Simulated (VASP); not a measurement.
# Al2Cu (I4/mcm) in VASP: further runs

Runs on Al2Cu. Level: PBEsol. Tasks: relaxation of cell and atoms.

Program: VASP 6.6.1. These are calculated values, not measurements. Logs are shortened: lines on timing, memory, paths and dates and some standing lists are left out, and cuts for length are marked.

## Step 1: The cell of the first run

The structure is tetragonal, space group I4/mcm (No. 140). The conventional cell has a = 5.973 Å, b = 5.973 Å, c = 4.813 Å, α = 90.00°, β = 90.00°, γ = 90.00°. Al (site symmetry m2m) has 4 Cu at 2.55 Å and 11 Al at 2.69 to 3.18 Å within 3.4 Å. Cu (site symmetry 422) has 2 Cu at 2.41 Å and 8 Al at 2.55 Å within 3.2 Å.

## Step 2: Relaxation of cell and atoms, PBEsol, target pressure 1 GPa, at which the enthalpy is minimised

Input file INCAR:

```
SYSTEM = Al2Cu
ALGO = Fast ; EDIFF = 1E-6
EDIFFG = -0.008 ; ENCUT = 600
GGA = PS ; IBRION = 2
ISIF = 3 ; ISMEAR = 0
LASPH = .True. ; LCHARG = .False.
LREAL = .False. ; LWAVE = .False.
NELM = 100 ; NSW = 70
PREC = Accurate ; PSTRESS = 10.0
SIGMA = 0.1
```

Input file KPOINTS:

```
k-points
0
Gamma
  10 10 10
  0 0 0
```

Input file POSCAR:

```
Al2Cu
1.0
   -2.9864266125      2.9864266125      2.4064954078
    2.9864266125     -2.9864266125      2.4064954078
    2.9864266125      2.9864266125     -2.4064954078
Al Cu
4 2
Direct
    0.8406606827      0.6593393173      0.5000000000
    0.6593393173      0.1593393173      0.8186786346
    0.3406606827      0.8406606827      0.1813213654
    0.1593393173      0.3406606827      0.5000000000
    0.2500000000      0.2500000000      0.0000000000
    0.7500000000      0.7500000000      0.0000000000
```

Potentials or basis: VASP PAW PBE potentials, release 64 (Al, Cu).

Started as:

```bash
> cat potpaw_PBE.64/Al/POTCAR potpaw_PBE.64/Cu/POTCAR > POTCAR
> mpirun -np 1 vasp_std > vasp.out
```

OUTCAR:

```text
SYSTEM = Al2Cu
   EDIFF = 1E-6
   EDIFFG = -0.008
   ENCUT = 600
   GGA = PS
   IBRION = 2
   ISIF = 3
   ISMEAR = 0
   LASPH = .True.
   LREAL = .False.
   NELM = 100
   NSW = 70
   PREC = Accurate
   PSTRESS = 10.0

 ion  position               nearest neighbor table
   1  0.841  0.659  0.500-   5 2.55   6 2.55   6 2.55   5 2.55   4 2.69   4 2.85   4 2.85   3 3.07
                             2 3.07   2 3.07   3 3.07   3 3.18   2 3.18   3 3.18   2 3.18
   2  0.659  0.159  0.819-   5 2.55   6 2.55   5 2.55   6 2.55   3 2.69   3 2.85   3 2.85   4 3.07
                             1 3.07   1 3.07   4 3.07   1 3.18   4 3.18   1 3.18   4 3.18
   3  0.341  0.841  0.181-   5 2.55   6 2.55   5 2.55   6 2.55   2 2.69   2 2.85   2 2.85   4 3.07
                             1 3.07   1 3.07   4 3.07   4 3.18   1 3.18   1 3.18   4 3.18
   4  0.159  0.341  0.500-   6 2.55   5 2.55   5 2.55   6 2.55   1 2.69   1 2.85   1 2.85   3 3.07
                             2 3.07   2 3.07   3 3.07   3 3.18   2 3.18   2 3.18   3 3.18
   5  0.250  0.250  0.000-   6 2.41   6 2.41   1 2.55   4 2.55   1 2.55   4 2.55   2 2.55   3 2.55
                             2 2.55   3 2.55
   6  0.750  0.750  0.000-   5 2.41   5 2.41   4 2.55   1 2.55   4 2.55   1 2.55   3 2.55   2 2.55
                             3 2.55   2 2.55

  LATTYP: Found a body centered tetragonal cell.
 ALAT       =     5.9728532250
 C/A-ratio  =     0.8058109976

  Lattice vectors:

 A1 = (  -2.9864266125,   2.9864266125,   2.4064954078)
 A2 = (   2.9864266125,  -2.9864266125,   2.4064954078)
 A3 = (   2.9864266125,   2.9864266125,  -2.4064954078)

Analysis of symmetry for initial positions (statically):
=====================================================================
 Subroutine PRICEL returns:
 Original cell was already a primitive cell.

 Routine SETGRP: Setting up the symmetry group for a
 body centered tetragonal supercell.

 Subroutine GETGRP returns: Found 16 space group operations
 (whereof  8 operations were pure point group operations)
 out of a pool of 16 trial point group operations.

The static configuration has the point symmetry C_4h.
 The point group associated with its full space group is D_4h.

Analysis of symmetry for dynamics (positions and initial velocities):
=====================================================================
 Subroutine PRICEL returns:
 Original cell was already a primitive cell.

 Routine SETGRP: Setting up the symmetry group for a
 body centered tetragonal supercell.

 Subroutine GETGRP returns: Found 16 space group operations
 (whereof  8 operations were pure point group operations)
 out of a pool of 16 trial point group operations.

The dynamic configuration has the point symmetry C_4h.
[... 118 lines left out ...]
   PSTRESS=   10.0 pullay stress
   NELECT =      34.0000    total number of electrons
   NUPDOWN=      -1.0000    fix difference up-down
   EMIN   =  10.00;   EMAX   =-10.00  energy-range for DOS
   EFERMI =   0.00;   METHOD = LEGACY
   ISMEAR =     0;   SIGMA  =   0.10  broadening in eV -4-tet -1-fermi 0-gaus
   EFERMI_NEDOS =   21; number of points for ismear=-14 and -15
   IALGO  =     68    algorithm
   IMIX   =      4    mixing-type and parameters
     AMIX     =   0.40;   BMIX     =  1.00
     AMIX_MAG =   1.60;   BMIX_MAG =  1.00
  volume/ion in A,a.u.               =      14.31        96.56
  Fermi-wavevector in a.u.,A,eV,Ry     =   1.202223  2.271871 19.665034  1.445339
  Thomas-Fermi vector in A             =   2.338010
   LORBIT       =      0    0 simple, 1 ext, 2 COOP (PROOUT), +10 PAW based schemes
   GGA     = PS    functional components
   LHFCALC =     F    Hartree Fock is set to
   AEXX    =    0.0000 exact exchange contribution
   IVDW    =     0    specifies the selected vdW correction
   LEPSILON=     F    determine dielectric tensor
   LRPA    =     F    only Hartree local field effects (RPA)
 conjugate gradient relaxation of ions
 non-spin polarized calculation
 RMM-DIIS sequential band-by-band and
 Gauss-broadening in eV      SIGMA  =   0.10
  energy-cutoff  :      600.00
  volume of cell :       85.85
 maximum number of plane-waves:      2909
   NGX = 19   NGY = 19   NGZ = 19

--------------------------------------- Ionic step        1  -------------------------------------------

 number of electron      34.0000006 magnetization

 Free energy of the ion-electron system (eV)
  ---------------------------------------------------
  ext. energy  EPLUGINS =         0.00000000
  ---------------------------------------------------
  free energy    TOTEN  =       -26.01461620 eV

  energy without entropy =      -26.00552199  energy(sigma->0) =      -26.01006910

------------------------ aborting loop because EDIFF is reached ----------------------------------------

  FORCE on cell =-STRESS in cart. coord.  units (eV):
  Direction    XX          YY          ZZ          XY          YZ          ZX
  --------------------------------------------------------------------------------------
  -------------------------------------------------------------------------------------
  Total        0.6709607      0.6709607      0.7020921      0.0000000     -0.0000000      0.0000000
  in kB       12.5215744     12.5215744     13.1025532      0.0000000     -0.0000000      0.0000000
  external PRESSURE =       2.7152340 kB  Pullay stress =      10.0000000 kB
[... 71 lines left out ...]
--------------------------------------- Ionic step        3  -------------------------------------------

 number of electron      34.0000004 magnetization

 Free energy of the ion-electron system (eV)
  ---------------------------------------------------
  ext. energy  EPLUGINS =         0.00000000
  ---------------------------------------------------
  free energy    TOTEN  =       -26.01659377 eV

  energy without entropy =      -26.00751704  energy(sigma->0) =      -26.01205541

 E-fermi :   8.2950     XC(G=0): -11.1076

 val. band max:        8.2813010786   @ k =  -0.2000   0.4000   0.1000
 cond. band min:       8.2964487471   @ k =  -0.1000   0.3000   0.1000
 fundamental gap:      0.0151476685
 Fermi energy:         8.2950350274

 k-point     1 :       0.0000    0.0000    0.0000
  band No.  band energies     occupation
      1      -2.7130      2.00000
      2       2.8089      2.00000
      3       3.0003      2.00000
      4       3.0003      2.00000
      5       3.0209      2.00000
      6       3.9521      2.00000
[... 565 lines left out ...]
     20      11.0073      0.00000
     21      11.6953      0.00000

 [... further k-points ...]

------------------------ aborting loop because EDIFF is reached ----------------------------------------

  FORCE on cell =-STRESS in cart. coord.  units (eV):
  Direction    XX          YY          ZZ          XY          YZ          ZX
  --------------------------------------------------------------------------------------
  -------------------------------------------------------------------------------------
  Total        0.5592158      0.5592158      0.5601138      0.0000000     -0.0000000      0.0000000
  in kB       10.4043839     10.4043839     10.4210914      0.0000000     -0.0000000      0.0000000
  external PRESSURE =       0.4099531 kB  Pullay stress =      10.0000000 kB
[... 25 lines left out ...]
  energy  without entropy=      -26.0075170442  energy(sigma->0) =      -26.01205541

  enthalpy is  TOTEN    =       -25.4791128613 eV   P V=        0.5374809111

 reached required accuracy - stopping structural energy minimisation
```

CONTCAR:

```text
Al2Cu
   1.00000000000000
    -2.9892483619791812    2.9892483619791812    2.4092930946176905
     2.9892483619791812   -2.9892483619791812    2.4092930946176905
     2.9892483619791812    2.9892483619791812   -2.4092930946176905
  Al              Cu
     4     2
Direct
     0.8407078755454325    0.6592921244545675    0.5000000000000000
     0.6592921244545675    0.1592921244545675    0.8185842489091280
     0.3407078755454325    0.8407078755454325    0.1814157510908721
     0.1592921244545675    0.3407078755454325    0.5000000000000000
     0.2500000000000000    0.2500000000000000    0.0000000000000000
     0.7500000000000000    0.7500000000000000    0.0000000000000000

  0.00000000E+00  0.00000000E+00  0.00000000E+00
  0.00000000E+00  0.00000000E+00  0.00000000E+00
  0.00000000E+00  0.00000000E+00  0.00000000E+00
  0.00000000E+00  0.00000000E+00  0.00000000E+00
  0.00000000E+00  0.00000000E+00  0.00000000E+00
  0.00000000E+00  0.00000000E+00  0.00000000E+00
```

Run time: 13 min. Hardware: 1 thread of AMD EPYC 9755, shared host; peak memory 0.36 GiB.

Results:

* Free energy: -26.0166 eV
* Relaxed volume: 14.35 Å³/atom
* Relaxed cell: a = 4.866 Å, b = 4.866 Å, c = 4.866 Å, α = 104.19°, β = 104.19°, γ = 120.64°
* Space group after relaxing (to 0.1 Å): I4/mcm (No. 140)
* Energy change on relaxing (the run minimises the enthalpy): -0.3 meV/atom
* Ionic steps: 3
* Pressure after relaxing: 1.0 GPa
* Band gap on the k mesh: zero (bands 17 and 18 overlap by 4.43 eV)

Forces in eV/Å, atoms in the order of the input:
```
Al  -0.002  0.002  0.000
Al  -0.002 -0.002  0.000
Al   0.002  0.002  0.000
Al   0.002 -0.002  0.000
Cu   0.000  0.000  0.000
Cu   0.000  0.000  0.000
```

Step by step:
| step | energy change (eV) | largest force (eV/Å) | pressure (GPa) | volume (Å³) |
| --- | --- | --- | --- | --- |
| 1 | 0.0000 | 0.0095 | 1.27 | 85.85 |
| 2 | -0.0022 | 0.0019 | 0.88 | 86.15 |
| 3 | -0.0020 | 0.0030 | 1.04 | 86.11 |

Final structure:
```
Al Cu
1.0
    -2.98925    2.98925    2.40929
     2.98925   -2.98925    2.40929
     2.98925    2.98925   -2.40929
Al Cu
4 2
Direct
  0.84071 0.65929 0.50000
  0.65929 0.15929 0.81858
  0.34071 0.84071 0.18142
  0.15929 0.34071 0.50000
  0.25000 0.25000 0.00000
  0.75000 0.75000 0.00000
```

Caveat: the cell is relaxed towards a set pressure, so the run minimises the enthalpy, not the energy; the PAW data sets were made with another functional, which shifts forces and pressure a little.

## Step 3: Relaxation of cell and atoms, PBEsol, target pressure -1 GPa, at which the enthalpy is minimised

This run uses another cell than the first one, of 14.59 Å³/atom.

Input file INCAR:

```
PREC = Accurate
ENCUT = 600
EDIFF = 1E-6
ISMEAR = 0
SIGMA = 0.1
LREAL = False
LASPH = True
NELM = 100
ALGO = Fast
ISIF = 3
LWAVE = False
LCHARG = False
GGA = PS
IBRION = 2
NSW = 70
EDIFFG = -0.008
PSTRESS = -10.0
```

Input file KPOINTS:

```
regular mesh
0
Gamma
  10 10 10
```

Edit POSCAR of step 2 so:

```diff
@@ -2,5 +2,5 @@
 1.0
-   -2.9864266125      2.9864266125      2.4064954078
-    2.9864266125     -2.9864266125      2.4064954078
-    2.9864266125      2.9864266125     -2.4064954078
+   -3.0060096648      3.0060096648      2.4222756467
+    3.0060096648     -3.0060096648      2.4222756467
+    3.0060096648      3.0060096648     -2.4222756467
 Al Cu
```

Potentials or basis: VASP PAW PBE potentials, release 64 (Al, Cu).

Started as:

```bash
> cat potpaw_PBE.64/Al/POTCAR potpaw_PBE.64/Cu/POTCAR > POTCAR
> mpirun -np 1 vasp_std > vasp.out
```

Wall time 9.3 min (1 thread of AMD EPYC 9755, shared host); peak memory 0.36 GiB.

The run converged. Its results:

```yaml
Free_energy: -26.0167 eV
Relaxed_volume: 14.62 Å³/atom
Relaxed_cell: a = 4.896 Å, b = 4.896 Å, c = 4.896 Å, α = 104.19°, β = 104.19°, γ = 120.65°
Space_group_after_relaxing_to_0.1_Å: I4/mcm (No. 140)
Energy_change_on_relaxing_the_run_minimises_the_enthalpy: +0.2 meV/atom
Ionic_steps: 3
Pressure_after_relaxing: -1.0 GPa
Largest_force_after_relaxing: 0.006 eV/Å
Band_gap_on_the_k_mesh: zero (bands 17 and 18 overlap by 4.38 eV)
```

Forces on the atoms (eV/Å):
```
Al   0.004 -0.004  0.000
Al   0.004  0.004  0.000
Al  -0.004 -0.004  0.000
Al  -0.004  0.004  0.000
Cu   0.000  0.000  0.000
Cu   0.000  0.000  0.000
```

Step by step:
```
step  energy change (eV)  largest force (eV/Å)  pressure (GPa)  volume (Å³)
   1              0.0000                0.0066           -0.74        87.55
   2              0.0018                0.0063           -1.26        87.85
   3              0.0011                0.0064           -1.03        87.74
```

Final structure:
```xyz
6
Lattice="-3.0082 3.0082 2.4240 3.0082 -3.0082 2.4240 3.0082 3.0082 -2.4240" Properties=species:S:1:pos:R:3 pbc="T T T"
Al    0.9588    2.0494    2.4240
Al    0.9588    3.9670    0.0000
Al    2.0494   -0.9588    2.4240
Al    2.0494    0.9588    0.0000
Cu    0.0000    0.0000    1.2120
Cu    0.0000    0.0000    3.6360
```

Levels at points of the mesh, in eV from the Fermi level:
| k point | band 13 | band 14 | band 15 | band 16 | band 17 | band 18 | band 19 | band 20 | band 21 |
| --- | --- | --- | --- | --- | --- | --- | --- | --- | --- |
| (0.00, 0.00, 0.00) | -2.96 | -1.95 | -1.41 | -1.23 | -1.23 | -0.83 | -0.26 | 0.10 | 1.50 |
| (0.50, 0.00, 0.00) | -3.10 | -3.10 | -2.62 | -2.62 | 0.25 | 0.25 | 4.10 | 4.10 | 4.36 |
| (0.50, 0.50, 0.00) | -2.87 | -2.82 | -1.47 | -1.28 | -0.91 | -0.68 | 0.82 | 1.28 | 4.68 |
| (0.50, 0.50, 0.50) | -3.36 | -3.26 | -3.26 | -1.83 | 2.61 | 2.96 | 2.96 | 3.36 | 4.13 |

Caveat: the cell is relaxed towards a set pressure, so the run minimises the enthalpy, not the energy; the PAW data sets were made with another functional, which shifts forces and pressure a little.
